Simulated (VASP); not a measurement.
# TiTe in VASP: relaxation of cell and atoms with r2SCAN

Aim: the relaxation of cell and atoms of TiTe with r2SCAN.

Program: VASP 6.6.1. These are calculated values, not measurements. Logs are shortened: lines on timing, memory, paths and dates and some standing lists are left out, and cuts for length are marked.

**1. The cell of the first run**

The typed cell holds 4 atoms: a = 4.042 Å, b = 4.042 Å, c = 5.734 Å, α = 90.00°, β = 90.00°, γ = 60.00°.

**2. Relaxation of cell and atoms, r2SCAN, collinear spin**

Input file POSCAR:

```
TiTe
1.0
    2.0212356400      3.5008817200      0.0000000000
   -2.0212356400      3.5008817200      0.0000000000
    0.0000000000      0.0000000000      5.7344342500
Te Ti
2 2
Direct
    0.3333000000      0.3334000000      0.2500000000
    0.6666000000      0.6667000000      0.7500000000
    0.0000000000      0.0000000000      0.0000000000
    0.0000000000      0.0000000000      0.5000000000
```

Input file INCAR.step1:

```
SYSTEM = TiTe
PREC     = Accurate       ! precision mode
ENCUT    = 550            ! plane-wave cutoff, eV
ISMEAR   = -1             ! smearing method
SIGMA    = 0.1            ! smearing width, eV
LREAL    = .False.        ! projectors in reciprocal space
LASPH    = .True.         ! aspherical terms in the spheres
NELM     = 200            ! most SCF steps
ISPIN    = 2              ! spin polarisation
MAGMOM   = -1 -1 0.5 -1   ! initial moments
LMAXMIX  = 4              ! l up to which the mixer works
GGA      = PE             ! functional
ALGO     = Normal         ! electronic algorithm
EDIFF    = 1E-5           ! SCF threshold, eV
LWAVE    = .True.         ! write WAVECAR
LCHARG   = .False.        ! write CHGCAR
GGA_COMPAT= .False.      
IBRION   = 2              ! ionic algorithm
ISIF     = 3              ! what is computed and relaxed
EDIFFG   = -0.005         ! ionic threshold
NELMIN   = 4            
NSW      = 100            ! ionic steps
```

Input file INCAR.step2:

```
SYSTEM = TiTe
PREC     = Accurate       ! precision mode
ENCUT    = 550            ! plane-wave cutoff, eV
EDIFF    = 1E-7           ! SCF threshold, eV
ISMEAR   = -1             ! smearing method
SIGMA    = 0.1            ! smearing width, eV
LREAL    = .False.        ! projectors in reciprocal space
LASPH    = .True.         ! aspherical terms in the spheres
NELM     = 200            ! most SCF steps
ALGO     = Normal         ! electronic algorithm
ISIF     = 3              ! what is computed and relaxed
LWAVE    = .False.        ! write WAVECAR
LCHARG   = .False.        ! write CHGCAR
ISPIN    = 2              ! spin polarisation
MAGMOM   = -1 -1 0.5 -1   ! initial moments
LORBIT   = 11             ! projections on sites
LMAXMIX  = 4              ! l up to which the mixer works
METAGGA  = R2SCAN         ! meta-GGA
LMIXTAU  = .True.       
IBRION   = 2              ! ionic algorithm
NSW      = 60             ! ionic steps
EDIFFG   = -0.01          ! ionic threshold
ISTART   = 1            
GGA_COMPAT= .False.      
NELMIN   = 4
```

Input file KPOINTS:

```
regular mesh
0
Gamma
  5 5 3
  0 0 0
```

Potentials or basis: VASP PAW PBE potentials, release 64 (Te, Ti_sv).

On the command line:

```sh
$ cat potpaw_PBE.64/Te/POTCAR potpaw_PBE.64/Ti_sv/POTCAR > POTCAR
$ cp INCAR.step1 INCAR
$ mpirun -np 1 vasp_std > vasp.out
$ cp INCAR.step2 INCAR
$ mpirun -np 1 vasp_std > vasp.out
```

OUTCAR:

```text
SYSTEM = TiTe
   PREC = Accurate
   ENCUT = 550
   EDIFF = 1E-7
   ISMEAR = -1
   LREAL = .False.
   LASPH = .True.
   NELM = 200
   ISIF = 3
   ISPIN = 2
   LORBIT = 11
   METAGGA = R2SCAN
   IBRION = 2
   NSW = 60
   EDIFFG = -0.01
   ISTART = 1
   NELMIN = 4

 ion  position               nearest neighbor table
   1  0.333  0.333  0.250-   3 2.74   4 2.74   3 2.74   4 2.74   3 2.74   4 2.74
   2  0.667  0.667  0.750-   3 2.74   4 2.74   3 2.74   4 2.74   3 2.74   4 2.74
   3  0.000  0.000  0.000-   2 2.74   1 2.74   2 2.74   1 2.74   2 2.74   1 2.74   4 2.87   4 2.87

   4  0.000  0.000  0.500-   2 2.74   1 2.74   2 2.74   1 2.74   2 2.74   1 2.74   3 2.87   3 2.87

  LATTYP: Found a hexagonal cell.
 ALAT       =     4.0424703252
 C/A-ratio  =     1.4185470242

  Lattice vectors:

 A1 = (   2.0212356400,  -3.5008817200,   0.0000000000)
 A2 = (   2.0212356400,   3.5008817200,   0.0000000000)
 A3 = (   0.0000000000,   0.0000000000,   5.7344342500)

Analysis of symmetry for initial positions (statically):
=====================================================================
 Subroutine PRICEL returns:
 Original cell was already a primitive cell.

 Routine SETGRP: Setting up the symmetry group for a
 hexagonal supercell.

 Subroutine GETGRP returns: Found  4 space group operations
 (whereof  2 operations were pure point group operations)
 out of a pool of 24 trial point group operations.

The static configuration has the point symmetry C_2 .
 The point group associated with its full space group is C_2v.

Analysis of symmetry for dynamics (positions and initial velocities):
=====================================================================
 Subroutine PRICEL returns:
 Original cell was already a primitive cell.

 Routine SETGRP: Setting up the symmetry group for a
 hexagonal supercell.

 Subroutine GETGRP returns: Found  4 space group operations
 (whereof  2 operations were pure point group operations)
 out of a pool of 24 trial point group operations.

The dynamic configuration has the point symmetry C_2 .
 The point group associated with its full space group is C_2v.

Analysis of structural, dynamic, and magnetic symmetry:
=====================================================================
 Subroutine PRICEL returns:
 Original cell was already a primitive cell.

 Routine SETGRP: Setting up the symmetry group for a
 hexagonal supercell.

 Subroutine GETGRP returns: Found  2 space group operations
 (whereof  2 operations were pure point group operations)
 out of a pool of 24 trial point group operations.

The overall configuration has the point symmetry C_2 .

 Subroutine INISYM returns: Found  2 space group operations
 (whereof  2 operations are pure point group operations),
 and found     1 'primitive' translations

----------------------------------------------------------------------------------------

                                     Primitive cell

  volume of cell :      81.1549

  direct lattice vectors                    reciprocal lattice vectors
     2.021235640  3.500881720  0.000000000     0.247373433  0.142821163  0.000000000
    -2.021235640  3.500881720  0.000000000    -0.247373433  0.142821163  0.000000000
     0.000000000  0.000000000  5.734434250     0.000000000  0.000000000  0.174385119

  length of vectors
     4.042470325  4.042470325  5.734434250     0.285642259  0.285642259  0.174385119

  position of ions in fractional coordinates (direct lattice)
     0.333300000  0.333400000  0.250000000
     0.666600000  0.666700000  0.750000000
     0.000000000  0.000000000  0.000000000
     0.000000000  0.000000000  0.500000000

  ion indices of the primitive-cell ions
   primitive index   ion index
                 1           1
                 2           2
                 3           3
                 4           4

----------------------------------------------------------------------------------------

 KPOINTS: regular mesh

Automatic generation of k-mesh.
 Grid dimensions read from file:
 generate k-points for:    5    5    3

[... 42 lines left out ...]
  0.400000 -0.400000  0.333333      4.000000
 -0.200000  0.400000  0.333333      4.000000
   k-points           NKPTS =     24   k-points in BZ     NKDIM =     24   number of bands    NBANDS=     23
   number of dos      NEDOS =    301   number of ions     NIONS =      4
   total plane-waves  NPLWV =  49152
   dimension x,y,z NGX =    32 NGY =   32 NGZ =   48
   dimension x,y,z NGXF=    64 NGYF=   64 NGZF=   96
   ions per type =               2   2
   NGX,Y,Z   is equivalent  to a cutoff of  13.16, 13.16, 13.92 a.u.
   NGXF,Y,Z  is equivalent  to a cutoff of  26.32, 26.32, 27.83 a.u.
 SYSTEM =  TiTe
   PREC   = accura    normal or accurate (medium, high low for compatibility)
   ISTART =      1    job   : 0-new  1-cont  2-samecut
   ICHARG =      0    charge: 1-file 2-atom 10-const
   ISPIN  =      2    spin polarized calculation?
   LNONCOLLINEAR =      F non collinear calculations
   LSORBIT =      F    spin-orbit coupling
   LASPH  =      T    aspherical Exc in radial PAW
   ENCUT  =  550.0 eV  40.42 Ry    6.36 a.u.   7.73  7.73 10.97*2*pi/ulx,y,z
   NELM   =    200;   NELMIN=  4; NELMDL=  0     # of ELM steps
   EDIFF  = 0.1E-06   stopping-criterion for ELM
   LREAL  =      F    real-space projection
   EDIFFG = -.1E-01   stopping-criterion for IOM
   NSW    =     60    number of steps for IOM
   IBRION =      2    ionic relax: 0-MD 1-quasi-New 2-CG
   NFREE  =      1    steps in history (QN), initial steepest desc. (CG)
   ISIF   =      3    stress and relaxation
   ISYM   =      2    0-nonsym 1-usesym 2-fastsym
   POTIM  = 0.5000    time-step for ionic-motion
   TEBEG  =    0.0;   TEEND  =   0.0 temperature during run
   PSTRESS=    0.0 pullay stress
   NELECT =      36.0000    total number of electrons
   NUPDOWN=      -1.0000    fix difference up-down
   EMIN   =  10.00;   EMAX   =-10.00  energy-range for DOS
   EFERMI =   0.00;   METHOD = LEGACY
   ISMEAR =    -1;   SIGMA  =   0.10  broadening in eV -4-tet -1-fermi 0-gaus
   EFERMI_NEDOS =   21; number of points for ismear=-14 and -15
   IALGO  =     38    algorithm
   IMIX   =      4    mixing-type and parameters
     AMIX     =   0.40;   BMIX     =  1.00
     AMIX_MAG =   1.60;   BMIX_MAG =  1.00
  volume/ion in A,a.u.               =      20.29       136.92
  Fermi-wavevector in a.u.,A,eV,Ry     =   1.248544  2.359407 21.209622  1.558863
  Thomas-Fermi vector in A             =   2.382626
   LORBIT       =     11    0 simple, 1 ext, 2 COOP (PROOUT), +10 PAW based schemes
   METAGGA = R2SCAN    functional components
   LHFCALC =     F    Hartree Fock is set to
   AEXX    =    0.0000 exact exchange contribution
   IVDW    =     0    specifies the selected vdW correction
   LEPSILON=     F    determine dielectric tensor
   LRPA    =     F    only Hartree local field effects (RPA)
 conjugate gradient relaxation of ions
 spin polarized calculation
  energy-cutoff  :      550.00
  volume of cell :       81.15
 maximum number of plane-waves:      2387
   NGX = 15   NGY = 15   NGZ = 21

--------------------------------------- Ionic step        1  -------------------------------------------

 number of electron      36.0000000 magnetization       0.0000000

 number of electron      36.0000000 magnetization      -0.0000075

 Free energy of the ion-electron system (eV)
  ---------------------------------------------------
  ext. energy  EPLUGINS =         0.00000000
  ---------------------------------------------------
  free energy    TOTEN  =       -78.98175025 eV

  energy without entropy =      -78.79353860  energy(sigma->0) =      -78.88764443

------------------------ aborting loop because EDIFF is reached ----------------------------------------

  FORCE on cell =-STRESS in cart. coord.  units (eV):
  Direction    XX          YY          ZZ          XY          YZ          ZX
  --------------------------------------------------------------------------------------
  -------------------------------------------------------------------------------------
  Total        5.6792841      5.6731452      7.3199930      0.0000000      0.0000026      0.0000000
  in kB      112.1215816    112.0003859    144.5127907      0.0000000      0.0000519      0.0000000
  external PRESSURE =     122.8782527 kB  Pullay stress =       0.0000000 kB
[... 99 lines left out ...]
  FREE ENERGIE OF THE ION-ELECTRON SYSTEM (eV)
  ---------------------------------------------------
  free  energy   TOTEN  =       -79.3179389792 eV

  energy  without entropy=      -79.1059351679  energy(sigma->0) =      -79.21193707

 E-fermi :  10.8711     XC(G=0): -12.1140

 val. band max:       10.7211558975   @ k =   0.4000  -0.4000   0.0000
 cond. band min:      10.9435156205   @ k =   0.0000   0.0000   0.0000
 fundamental gap:      0.2223597230
 Fermi energy:        10.8710634954

 spin component 1

 k-point     1 :       0.0000    0.0000    0.0000
  band No.  band energies     occupation
      1     -48.7638      1.00000
      2     -48.7628      1.00000
      3     -24.1938      1.00000
      4     -24.1646      1.00000
      5     -23.8909      1.00000
      6     -23.8890      1.00000
[... 1240 lines left out ...]
     22      12.6164      0.00000
     23      12.9250      0.00000

[... ionic steps 4 to 16 ...]

--------------------------------------- Ionic step       17  -------------------------------------------

 number of electron      36.0000001 magnetization       0.0001622

------------------------ aborting loop because EDIFF is reached ----------------------------------------
[... 71 lines left out ...]
--------------------------------------- Ionic step       19  -------------------------------------------

 number of electron      36.0000002 magnetization       0.0003146

 Free energy of the ion-electron system (eV)
  ---------------------------------------------------
  ext. energy  EPLUGINS =         0.00000000
  ---------------------------------------------------
  free energy    TOTEN  =       -79.51497736 eV

  energy without entropy =      -79.39649691  energy(sigma->0) =      -79.45573714

 E-fermi :   9.5134     XC(G=0): -11.4330

 val. band max:        9.3852926999   @ k =   0.4000   0.2000   0.0000
 cond. band min:       9.5410607598   @ k =   0.0000   0.0000   0.3333
 fundamental gap:      0.1557680599
 Fermi energy:         9.5133781380

 spin component 1

 k-point     1 :       0.0000    0.0000    0.0000
  band No.  band energies     occupation
      1     -50.3187      1.00000
      2     -50.3140      1.00000
      3     -25.6034      1.00000
      4     -25.5665      1.00000
      5     -25.5665      1.00000
      6     -25.5597      1.00000
[... 1271 lines left out ...]
  FREE ENERGIE OF THE ION-ELECTRON SYSTEM (eV)
  ---------------------------------------------------
  free  energy   TOTEN  =       -79.5149773650 eV

  energy  without entropy=      -79.3964969115  energy(sigma->0) =      -79.45573714

 reached required accuracy - stopping structural energy minimisation

 total charge

# of ion       s       p       d       tot
------------------------------------------
    1        1.342   2.154   0.083   3.579
    2        1.342   2.154   0.083   3.579
    3        2.129   6.086   1.973  10.187
    4        2.129   6.086   1.973  10.187
--------------------------------------------------
tot          6.941  16.478   4.113  27.532

 magnetization (x)

# of ion       s       p       d       tot
------------------------------------------
    1       -0.000  -0.000   0.000  -0.000
    2       -0.000  -0.000   0.000  -0.000
    3        0.000   0.000   0.002   0.002
    4       -0.000  -0.000  -0.002  -0.002
--------------------------------------------------
tot         -0.000  -0.000   0.000   0.000
```

Run time: 2.7 h. Hardware: 1 thread of Intel Xeon Platinum 8375C at 2.90GHz (Ice Lake), shared host; peak memory 0.34 GiB.

What came out:

```
Free energy                                           : -79.5150 eV
Relaxed volume                                        : 21.56 Å³/atom
Relaxed cell                                          : a = 3.747 Å, b = 3.747 Å, c = 7.093 Å, α = 90.00°, β = 90.00°, γ = 60.01°
Space group after relaxing (to 0.1 Å)                 : P6_3/mmc (No. 194)
Energy gained by relaxing                             : 133.3 meV/atom
Ionic steps                                           : 19
Pressure after relaxing                               : 0.0 GPa
Largest force after relaxing                          : 0.003 eV/Å
Band gap on the k mesh                                : zero (filled and empty bands overlap)
Net moment                                            : 0.00 μB per cell
Valence electrons inside the program's atomic spheres : Te 3.58; Ti 10.19
```

Forces in eV/Å, atoms in the order of the input:
```
Te  -0.003  0.001  0.000
Te  -0.003 -0.001  0.000
Ti   0.003  0.000  0.000
Ti   0.003  0.000  0.000
```

The path:
| step | energy change (eV) | largest force (eV/Å) | pressure (GPa) | volume (Å³) |
| --- | --- | --- | --- | --- |
| 1 | 0.0000 | 0.0021 | 12.29 | 81.15 |
| 2 | -0.0855 | 0.0002 | -7.17 | 100.83 |
| 3 | -0.3362 | 0.0007 | -0.18 | 90.86 |
| 4 | -0.3362 | 0.0008 | 0.01 | 90.66 |
| 5 | -0.3384 | 0.0004 | 0.00 | 90.60 |
| 6 | -0.3467 | 0.0009 | -0.03 | 90.40 |
| 7 | -0.3716 | 0.0032 | -0.13 | 89.95 |
| 8 | -0.4340 | 0.0080 | -0.11 | 88.85 |
| 9 | -0.5274 | 0.0181 | 0.79 | 85.91 |
| 10 | 0.3476 | 0.0339 | 7.33 | 77.48 |
| 11 | -0.5301 | 0.0168 | 0.90 | 85.58 |
| 12 | -0.5299 | 0.0176 | 1.05 | 85.18 |
| 13 | -0.5306 | 0.0133 | 0.25 | 85.70 |
| 14 | -0.5310 | 0.0148 | 0.56 | 85.50 |
| 15 | -0.5321 | 0.0123 | 0.38 | 85.71 |
| 16 | -0.5332 | 0.0058 | -0.04 | 86.24 |
| 17 | -0.5332 | 0.0056 | -0.05 | 86.26 |
| 18 | -0.5332 | 0.0054 | -0.06 | 86.27 |
| 19 | -0.5332 | 0.0033 | -0.03 | 86.25 |

Final structure:
```
CELL_PARAMETERS angstrom
1.87367 3.24488 0.00000
-1.87367 3.24488 0.00000
0.00000 0.00000 7.09323
ATOMIC_POSITIONS crystal
Te 0.33337 0.33328 0.25000
Te 0.66672 0.66663 0.75000
Ti 0.99991 0.00009 0.00000
Ti 0.99991 0.00009 0.50000
```

Caveat: the k points lie up to 0.39 Å⁻¹ apart in the final cell; a cell axis changed by over 15 % at a fixed basis, so the end point is rough; the PAW data sets were made with another functional, which shifts forces and pressure a little; spin-orbit coupling is left out, which moves the levels of the heavy elements.

The gap in the log of VASP goes by the Fermi energy; the results here count the filled bands.